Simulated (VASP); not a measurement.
Input of a VASP 6.6.1 run:

The input INCAR:

```
SYSTEM = SrCl2
PREC = Accurate
ENCUT = 600
EDIFF = 1E-6
ISMEAR = -1
SIGMA = 0.05
LREAL = .False.
LASPH = .True.
NELM = 60
ALGO = Normal
ISIF = 3
LWAVE = .False.
LCHARG = .False.
GGA = PS
IBRION = 2
NSW = 60
EDIFFG = -0.01
```

File KPOINTS:

```
regular mesh
0
Gamma
  7 7 7
  0 0 0
```

Contents of POSCAR:

```
SrCl2
1.0
    0.0000000000      3.4883500000      3.4883500000
    3.4883500000      0.0000000000      3.4883500000
    3.4883500000      3.4883500000      0.0000000000
Sr Cl
1 2
Direct
    0.0000000000      0.0000000000      0.0000000000
    0.7500000000      0.7500000000      0.7500000000
    0.2500000000      0.2500000000      0.2500000000
```

Potentials or basis: VASP PAW PBE potentials, release 64 (Sr_sv, Cl).

Command:

```bash
$ cat potpaw_PBE.64/Sr_sv/POTCAR potpaw_PBE.64/Cl/POTCAR > POTCAR
$ mpirun -np 1 vasp_std > vasp.out
```

Question: Predict the relaxed cell.

Answer: a = 4.892 Å, b = 4.892 Å, c = 4.892 Å, α = 60.00°, β = 60.00°, γ = 60.00°.

Question: What does it give for the space group after relaxing (to 0.05 Å)?

Answer: Fm-3m (No. 225).

Question: Estimate the band gap on the k mesh.

Answer: 5.26 eV, indirect (least direct gap 5.56 eV).

Question: Predict the relaxed volume.

Answer: 27.60 Å³/atom.

Final structure:
```yaml
crystal:
  lattice:
    - [0.00000, 3.45933, 3.45933]
    - [3.45933, 0.00000, 3.45933]
    - [3.45933, 3.45933, 0.00000]
  atoms:
    - { symbol: Sr, position: [0.00000, 0.00000, 0.00000] }
    - { symbol: Cl, position: [0.75000, 0.75000, 0.75000] }
    - { symbol: Cl, position: [0.25000, 0.25000, 0.25000] }
```

Caveat: the PAW data sets were made with another functional, which shifts forces and pressure a little. A k mesh can miss the band edges.
